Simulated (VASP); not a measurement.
# CsI (Pm-3m) in VASP: settings compared

The runs below take CsI through single point, with LDA, PBEsol, PBE.

All numbers are computed with VASP 6.6.1; they aren't measurements. Logs are shortened: lines on timing, memory, paths and dates and some standing lists are left out, and cuts for length are marked.

## Step 1: The cell of the first run

It takes space group Pm-3m (No. 221, cubic). Conventional cell: a = 4.404 Å, b = 4.404 Å, c = 4.404 Å, α = 90.00°, β = 90.00°, γ = 90.00°. Within 5.0 Å of Cs (site symmetry m-3m) lie 8 I at 3.81 Å and 6 Cs at 4.40 Å. I (site symmetry m-3m) has 8 Cs at 3.81 Å and 6 I at 4.40 Å within 5.0 Å.

## Step 2: Single point, LDA

Input file INCAR:

```
SYSTEM = CsI
ALGO = Normal ; EDIFF = 1E-6
ENCUT = 500 ; GGA = CA
GGA_COMPAT = .FALSE. ; ISIF = 2
ISMEAR = 0 ; LASPH = .TRUE.
LCHARG = .TRUE. ; LELF = .TRUE.
LREAL = .FALSE. ; LVHAR = .TRUE.
LWAVE = .FALSE. ; NBANDS = 15
NELM = 120 ; PREC = Accurate
SIGMA = 0.01
```

Input file KPOINTS:

```
k-points
0
G
  4 4 4
  0 0 0
```

Input file POSCAR:

```
CsI
1.0
    4.4039480773      0.0000000000      0.0000000000
    0.0000000000      4.4039480773      0.0000000000
    0.0000000000      0.0000000000      4.4039480773
Cs I
1 1
Direct
    0.0000000000      0.0000000000      0.0000000000
    0.5000000000      0.5000000000      0.5000000000
```

Potentials or basis: VASP PAW LDA potentials, release 64 (Cs_sv, I).

The run is started by

```bash
> cat potpaw_LDA.64/Cs_sv/POTCAR potpaw_LDA.64/I/POTCAR > POTCAR
> mpirun -np 1 vasp_std > vasp.out
```

OUTCAR:

```text
SYSTEM = CsI
   EDIFF = 1E-6
   ENCUT = 500
   GGA = CA
   ISIF = 2
   ISMEAR = 0
   LASPH = .TRUE.
   LREAL = .FALSE.
   NELM = 120
   PREC = Accurate

 ion  position               nearest neighbor table
   1  0.000  0.000  0.000-
   2  0.500  0.500  0.500-

  LATTYP: Found a simple cubic cell.
 ALAT       =     4.4039480773

  Lattice vectors:

 A1 = (   4.4039480773,   0.0000000000,   0.0000000000)
 A2 = (   0.0000000000,   4.4039480773,   0.0000000000)
 A3 = (   0.0000000000,   0.0000000000,   4.4039480773)

Analysis of symmetry for initial positions (statically):
=====================================================================
 Subroutine PRICEL returns:
 Original cell was already a primitive cell.

 Routine SETGRP: Setting up the symmetry group for a
 simple cubic supercell.

 Subroutine GETGRP returns: Found 48 space group operations
[... 9 lines left out ...]

 Routine SETGRP: Setting up the symmetry group for a
 simple cubic supercell.

 Subroutine GETGRP returns: Found 48 space group operations
[... 11 lines left out ...]
                                     Primitive cell

  volume of cell :      85.4135

  direct lattice vectors                    reciprocal lattice vectors
     4.403948077  0.000000000  0.000000000     0.227068980  0.000000000  0.000000000
     0.000000000  4.403948077  0.000000000     0.000000000  0.227068980  0.000000000
     0.000000000  0.000000000  4.403948077     0.000000000  0.000000000  0.227068980

  length of vectors
     4.403948077  4.403948077  4.403948077     0.227068980  0.227068980  0.227068980

  position of ions in fractional coordinates (direct lattice)
     0.000000000  0.000000000  0.000000000
     0.500000000  0.500000000  0.500000000

  ion indices of the primitive-cell ions
   primitive index   ion index
                 1           1
                 2           2

----------------------------------------------------------------------------------------

 KPOINTS: k-points

Automatic generation of k-mesh.
 Grid dimensions read from file:
 generate k-points for:    4    4    4

 Generating k-lattice:

  Cartesian coordinates                     Fractional coordinates (reciprocal lattice)
     0.056767245  0.000000000  0.000000000     0.250000000  0.000000000  0.000000000
     0.000000000  0.056767245  0.000000000     0.000000000  0.250000000  0.000000000
     0.000000000  0.000000000  0.056767245     0.000000000  0.000000000  0.250000000

  Length of vectors
     0.056767245  0.056767245  0.056767245

  Shift w.r.t. Gamma in fractional coordinates (k-lattice)
     0.000000000  0.000000000  0.000000000

 Subroutine IBZKPT returns following result:
 ===========================================

 Found     10 irreducible k-points:

 Following reciprocal coordinates:
            Coordinates               Weight
  0.000000  0.000000  0.000000      1.000000
  0.250000  0.000000  0.000000      6.000000
  0.500000  0.000000  0.000000      3.000000
  0.250000  0.250000  0.000000     12.000000
  0.500000  0.250000  0.000000     12.000000
  0.500000  0.500000  0.000000      3.000000
  0.250000  0.250000  0.250000      8.000000
  0.500000  0.250000  0.250000     12.000000
  0.500000  0.500000  0.250000      6.000000
  0.500000  0.500000  0.500000      1.000000
   k-points           NKPTS =     10   k-points in BZ     NKDIM =     10   number of bands    NBANDS=     15
   number of dos      NEDOS =    301   number of ions     NIONS =      2
   total plane-waves  NPLWV =  32768
   dimension x,y,z NGX =    32 NGY =   32 NGZ =   32
   dimension x,y,z NGXF=    64 NGYF=   64 NGZF=   64
   ions per type =               1   1
   NGX,Y,Z   is equivalent  to a cutoff of  12.08, 12.08, 12.08 a.u.
   NGXF,Y,Z  is equivalent  to a cutoff of  24.16, 24.16, 24.16 a.u.
 SYSTEM =  CsI
   PREC   = accura    normal or accurate (medium, high low for compatibility)
   ISTART =      0    job   : 0-new  1-cont  2-samecut
   ICHARG =      2    charge: 1-file 2-atom 10-const
   ISPIN  =      1    spin polarized calculation?
   LNONCOLLINEAR =      F non collinear calculations
   LSORBIT =      F    spin-orbit coupling
   LASPH  =      T    aspherical Exc in radial PAW
   ENCUT  =  500.0 eV  36.75 Ry    6.06 a.u.   8.03  8.03  8.03*2*pi/ulx,y,z
   NELM   =    120;   NELMIN=  2; NELMDL= -5     # of ELM steps
   EDIFF  = 0.1E-05   stopping-criterion for ELM
   LREAL  =      F    real-space projection
   EDIFFG = 0.1E-04   stopping-criterion for IOM
   NSW    =      0    number of steps for IOM
   IBRION =     -1    ionic relax: 0-MD 1-quasi-New 2-CG
   NFREE  =      0    steps in history (QN), initial steepest desc. (CG)
   ISIF   =      2    stress and relaxation
   ISYM   =      2    0-nonsym 1-usesym 2-fastsym
   POTIM  = 0.5000    time-step for ionic-motion
   TEBEG  =    0.0;   TEEND  =   0.0 temperature during run
   PSTRESS=    0.0 pullay stress
   NELECT =      16.0000    total number of electrons
   NUPDOWN=      -1.0000    fix difference up-down
   EMIN   =  10.00;   EMAX   =-10.00  energy-range for DOS
   EFERMI =   0.00;   METHOD = LEGACY
   ISMEAR =     0;   SIGMA  =   0.01  broadening in eV -4-tet -1-fermi 0-gaus
   EFERMI_NEDOS =   21; number of points for ismear=-14 and -15
   IALGO  =     38    algorithm
   IMIX   =      4    mixing-type and parameters
     AMIX     =   0.40;   BMIX     =  1.00
     AMIX_MAG =   1.60;   BMIX_MAG =  1.00
  volume/ion in A,a.u.               =      42.71       288.20
  Fermi-wavevector in a.u.,A,eV,Ry     =   0.936712  1.770129 11.938145  0.877429
  Thomas-Fermi vector in A             =   2.063749
   LORBIT       =      0    0 simple, 1 ext, 2 COOP (PROOUT), +10 PAW based schemes
   GGA     = CA    functional components
   LHFCALC =     F    Hartree Fock is set to
   AEXX    =    0.0000 exact exchange contribution
   IVDW    =     0    specifies the selected vdW correction
   LEPSILON=     F    determine dielectric tensor
   LRPA    =     F    only Hartree local field effects (RPA)
 non-spin polarized calculation
 Gauss-broadening in eV      SIGMA  =   0.01
  energy-cutoff  :      500.00
  volume of cell :       85.41
 maximum number of plane-waves:      2178
   NGX = 17   NGY = 17   NGZ = 17

 number of electron      15.9999994 magnetization

 Free energy of the ion-electron system (eV)
  ---------------------------------------------------
  ext. energy  EPLUGINS =         0.00000000
  ---------------------------------------------------
  free energy    TOTEN  =        -6.18256174 eV

  energy without entropy =       -6.18256174  energy(sigma->0) =       -6.18256174

 E-fermi :   1.4351     XC(G=0):  -8.5277

 val. band max:        1.3714211410   @ k =   0.5000   0.5000   0.0000
 cond. band min:       5.1403822592   @ k =   0.0000   0.0000   0.0000
 fundamental gap:      3.7689611183
 Fermi energy:         1.4350752552

 k-point     1 :       0.0000    0.0000    0.0000
  band No.  band energies     occupation
      1     -18.8692      2.00000
      2      -9.5283      2.00000
      3      -5.5504      2.00000
      4      -5.5504      2.00000
      5      -5.5504      2.00000
      6       1.3088      2.00000
      7       1.3088      2.00000
      8       1.3088      2.00000
      9       5.1404      0.00000
     10       5.1404      0.00000
     11       5.3065      0.00000
     12       9.2726      0.00000
     13       9.2726      0.00000
     14       9.2726      0.00000
     15      11.8178      0.00000

 k-point     2 :       0.2500    0.0000    0.0000
  band No.  band energies     occupation
      1     -18.8481      2.00000
      2      -9.5507      2.00000
      3      -5.6430      2.00000
      4      -5.4993      2.00000
      5      -5.4993      2.00000
      6       0.2277      2.00000
      7       1.1802      2.00000
      8       1.1802      2.00000
      9       5.5417      0.00000
     10       6.3829      0.00000
     11       6.8592      0.00000
     12       9.1594      0.00000
     13       9.1594      0.00000
     14       9.5368      0.00000
     15       9.5749      0.00000

 k-point     3 :       0.5000    0.0000    0.0000
  band No.  band energies     occupation
      1     -18.8266      2.00000
      2      -9.5796      2.00000
      3      -5.7019      2.00000
      4      -5.4463      2.00000
      5      -5.4463      2.00000
      6      -0.5373      2.00000
      7       1.0463      2.00000
      8       1.0463      2.00000
      9       6.2683      0.00000
     10       7.9518      0.00000
     11       8.1137      0.00000
     12       8.3829      0.00000
     13       9.5084      0.00000
     14       9.5084      0.00000
     15      10.0136      0.00000

 k-point     4 :       0.2500    0.2500    0.0000
  band No.  band energies     occupation
      1     -18.8283      2.00000
      2      -9.5001      2.00000
      3      -5.8333      2.00000
      4      -5.5856      2.00000
      5      -5.4584      2.00000
      6       0.1970      2.00000
      7       0.7620      2.00000
      8       1.1933      2.00000
      9       6.1537      0.00000
     10       6.6141      0.00000
     11       7.3706      0.00000
     12       8.0773      0.00000
     13       9.3062      0.00000
     14       9.5166      0.00000
     15      10.1860      0.00000
[... 55 lines left out ...]
 k-point     8 :       0.5000    0.2500    0.2500
  band No.  band energies     occupation
      1     -18.7905      2.00000
      2      -9.3487      2.00000
      3      -5.9365      2.00000
      4      -5.7674      2.00000
      5      -5.6852      2.00000
      6       0.0366      2.00000
      7       0.2918      2.00000
      8       0.8323      2.00000
      9       6.7538      0.00000
     10       7.1304      0.00000
     11       7.2494      0.00000
     12       8.9394      0.00000
     13       9.5611      0.00000
     14       9.6608      0.00000
     15      11.4171      0.00000

 k-point     9 :       0.5000    0.5000    0.2500
  band No.  band energies     occupation
      1     -18.7726      2.00000
      2      -9.2359      2.00000
      3      -6.0031      2.00000
      4      -6.0031      2.00000
      5      -5.6576      2.00000
      6       0.0661      2.00000
      7       0.0661      2.00000
      8       0.4101      2.00000
      9       6.6372      0.00000
     10       7.8161      0.00000
     11       7.8161      0.00000
     12       7.9004      0.00000
     13      10.8525      0.00000
     14      10.8525      0.00000
     15      11.6243      0.00000

 k-point    10 :       0.5000    0.5000    0.5000
  band No.  band energies     occupation
      1     -18.7554      2.00000
      2      -9.1590      2.00000
      3      -5.9054      2.00000
      4      -5.9054      2.00000
      5      -5.9054      2.00000
      6      -0.2791      2.00000
      7      -0.2791      2.00000
      8      -0.2791      2.00000
      9       8.7186      0.00000
     10       8.7186      0.00000
     11       8.7186      0.00000
     12       9.6369      0.00000
     13       9.6369      0.00000
     14       9.6369      0.00000
     15      11.7121      0.00000

------------------------ aborting loop because EDIFF is reached ----------------------------------------

  FORCE on cell =-STRESS in cart. coord.  units (eV):
  Direction    XX          YY          ZZ          XY          YZ          ZX
  --------------------------------------------------------------------------------------
  -------------------------------------------------------------------------------------
  Total        0.0391403      0.0391403      0.0391403      0.0000000     -0.0000000      0.0000000
  in kB        0.7341902      0.7341902      0.7341902      0.0000000     -0.0000000      0.0000000
  external PRESSURE =       0.7341902 kB  Pullay stress =       0.0000000 kB

 VOLUME and BASIS-vectors are now :
 -----------------------------------------------------------------------------
  energy-cutoff  :      500.00
  volume of cell :       85.41
      direct lattice vectors                 reciprocal lattice vectors
     4.403948077  0.000000000  0.000000000     0.227068980  0.000000000  0.000000000
     0.000000000  4.403948077  0.000000000     0.000000000  0.227068980  0.000000000
     0.000000000  0.000000000  4.403948077     0.000000000  0.000000000  0.227068980

 POSITION                                       TOTAL-FORCE (eV/Angst)
 -----------------------------------------------------------------------------------
      0.00000      0.00000      0.00000         0.000000      0.000000      0.000000
      2.20197      2.20197      2.20197         0.000000      0.000000      0.000000
 -----------------------------------------------------------------------------------
    total drift:                                0.000000      0.000000     -0.000000

  FREE ENERGIE OF THE ION-ELECTRON SYSTEM (eV)
  ---------------------------------------------------
  free  energy   TOTEN  =        -6.1825617362 eV

  energy  without entropy=       -6.1825617362  energy(sigma->0) =       -6.18256174
```

It took 8.4 s on 1 thread of AMD EPYC 7R43 (Zen 3), shared host; peak memory 0.12 GiB.

Results:

```yaml
Free_energy: -6.1826 eV
Pressure: 0.1 GPa
Band_gap_on_the_k_mesh: 3.77 eV, indirect (least direct gap 3.83 eV)
```

Caveat: spin-orbit coupling is left out, which moves the levels of the heavy elements. A k mesh can miss the band edges.

[end of part 1 of 2]
